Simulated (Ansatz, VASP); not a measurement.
**FeS2 in VASP and in Ansatz**

```xyz
6
Lattice="4.4400 0.0000 0.0000 0.0000 5.3900 0.0000 0.0000 0.0000 3.3700" Properties=species:S:1:pos:R:3 pbc="T T T"
Fe    0.0000    0.0000    0.0000
Fe    2.2200    2.6950    1.6850
S     0.9013    2.0212    0.0000
S     1.3187    4.7162    1.6850
S     3.5387    3.3687    0.0000
S     3.1213    0.6737    1.6850
```

Alike in both runs: task single point; functional PBE; k mesh 4 × 4 × 6; occupations gaussian, width 0.05 eV; collinear spin; Hubbard terms Fe d U = 4.0 eV.

|  | VASP | Ansatz |
| --- | --- | --- |
| version | VASP 6.6.1 | Ansatz 0.2.0 |
| potentials or method | VASP PAW PBE potentials, release 64 (Fe, S), cutoff 600 eV | scalar-relativistic, plane waves, PAW |
| valence electrons in the cell | 40 | 56 |

```csv
,VASP,Ansatz,Ansatz less VASP
pressure (GPa),21.0,6.0,-14.96
"traceless stress, the component that is largest in VASP (GPa)",2.15,2.63,+0.475
rms of the force components (eV/Å),0.718,0.440,-0.2785
net moment per atom (μB),0.66,0.00,-0.663
size of the moment on the site where the two differ most (μB),2.17,0.00,-2.169
```

The net moments are unlike, so the other rows may belong to different states. Site moments also hang on the region over which each program counts them. The programs project onto different local orbitals, so the same U acts differently, and such runs can settle in different states. Atom by atom the forces differ by 0.366 eV/Å (rms over components). VASP's potentials hold 40 valence electrons a cell and Ansatz's 56, so a difference there can come from the potentials and not from the codes. Ansatz's warnings: seeded moment not kept, stability check not made.
